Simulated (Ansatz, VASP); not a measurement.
## Re in VASP and in Ansatz

```
Re
1.0
     4.36469    0.00000    0.00000
    -2.18234    3.77993    0.00000
     0.00000    0.00000    2.67555
Re
3
Direct
  0.00000 0.00000 0.00000
  0.33333 0.66667 0.50000
  0.66667 0.33333 0.50000
```

Alike in both runs: task relaxation of cell and atoms; functional RPBE; k mesh 8 × 8 × 12; occupations fermi-dirac, width 0.1 eV; no spin polarisation.

|  | VASP | Ansatz |
| --- | --- | --- |
| version | VASP 6.6.1 | Ansatz 0.2.0 |
| potentials or method | VASP PAW PBE potentials, release 64 (Re), cutoff 600 eV | plane waves (420 eV) with PAW, scalar-relativistic |
| valence electrons in the cell | 21 | 45 |

|  | VASP | Ansatz | Ansatz less VASP |
| --- | --- | --- | --- |
| relaxed volume (Å³/atom) | 15.33 | 15.37 | +0.037 |
| relaxed length of the cell vector where the two differ most in proportion (Å) | 4.390 | 4.396 | +0.0056 |

VASP's potentials were made for PBE, not for RPBE. VASP's potentials hold 21 valence electrons a cell and Ansatz's 45, so a difference there can come from the potentials and not from the codes.

Spin-orbit coupling is off throughout.
